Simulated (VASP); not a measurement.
The system is W.

```
CELL_PARAMETERS angstrom
5.07868 0.00000 0.00000
0.00000 5.07868 0.00000
0.00000 0.00000 5.07868
ATOMIC_POSITIONS crystal
W 0.00000 0.00000 0.00000
W 0.50000 0.50000 0.50000
W 0.00000 0.50000 0.25000
W 0.00000 0.50000 0.75000
W 0.25000 0.00000 0.50000
W 0.75000 0.00000 0.50000
W 0.50000 0.75000 0.00000
W 0.50000 0.25000 0.00000
```

* Program: VASP 6.6.1
* Task: relaxation of cell and atoms
* Functional: LDA
* Potentials or basis: VASP PAW LDA potentials, release 64 (W_sv)
* Cutoff: 600 eV
* k mesh: 8 × 8 × 8
* Occupations: gaussian, width 0.1 eV
* Spin: no spin polarisation

At the start: pressure -11.9 GPa; volume 16.37 Å³/atom.

Q: How do energy, volume and symmetry change on relaxing?

A: Over 7 steps the energy falls by 24.0 meV/atom and the volume is 15.75 Å³/atom (-3.8 %); space group Pm-3n (No. 223, to 0.1 Å) before and after.

Step by step:
| step | energy change (eV) | largest force (eV/Å) | pressure (GPa) | volume (Å³) |
| --- | --- | --- | --- | --- |
| 1 | 0.0000 | 0.0000 | -11.89 | 130.99 |
| 2 | 2.7240 | 0.0000 | 63.08 | 109.29 |
| 3 | -0.1910 | 0.0000 | -0.85 | 126.31 |
| 4 | -0.1919 | 0.0000 | -0.12 | 126.04 |
| 5 | -0.1919 | 0.0000 | 0.14 | 125.94 |
| 6 | -0.1917 | 0.0000 | -0.50 | 126.15 |
| 7 | -0.1919 | 0.0000 | 0.01 | 126.00 |

Final structure:
```
CELL_PARAMETERS angstrom
5.01325 0.00000 0.00000
0.00000 5.01325 0.00000
0.00000 0.00000 5.01325
ATOMIC_POSITIONS crystal
W 0.00000 0.00000 0.00000
W 0.50000 0.50000 0.50000
W 0.00000 0.50000 0.25000
W 0.00000 0.50000 0.75000
W 0.25000 0.00000 0.50000
W 0.75000 0.00000 0.50000
W 0.50000 0.75000 0.00000
W 0.50000 0.25000 0.00000
```
